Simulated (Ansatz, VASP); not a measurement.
## Two plane-wave programs on PtS2

```
Pt S
1.0
     3.54320    0.00000    0.00000
    -1.77160    3.06850    0.00000
     0.00000    0.00000    5.03880
Pt S
1 2
Direct
  0.00000 0.00000 0.00000
  0.29318 0.69926 0.25000
  0.66667 0.33333 0.75000
```

Alike in both runs: task single point; functional PBE; k mesh 12 × 12 × 8; occupations gaussian, width 0.05 eV; no spin polarisation.

|  | VASP | Ansatz |
| --- | --- | --- |
| version | VASP 6.6.1 | Ansatz 0.2.0 |
| potentials or method | VASP PAW PBE potentials, release 64 (Pt, S), cutoff 520 eV | scalar-relativistic, plane waves, PAW |
| valence electrons in the cell | 22 | 30 |

```csv
,VASP,Ansatz,Ansatz less VASP
gap on the k mesh at the Fermi level (eV),0.40,0.39,-0.009
least direct gap on the mesh (eV),0.59,0.58,-0.008
pressure (GPa),4.2,4.7,+0.44
"traceless stress, the component that is largest in VASP (GPa)",7.57,7.62,+0.044
rms of the force components (eV/Å),1.104,1.107,+0.0031
```

Atom by atom the forces differ by 0.019 eV/Å (rms over components). With one functional, cell and mesh, what is left measures potentials, basis and numerics. VASP's potentials hold 22 valence electrons a cell and Ansatz's 30, so a difference there can come from the potentials and not from the codes.

Neither program's run includes spin-orbit coupling.
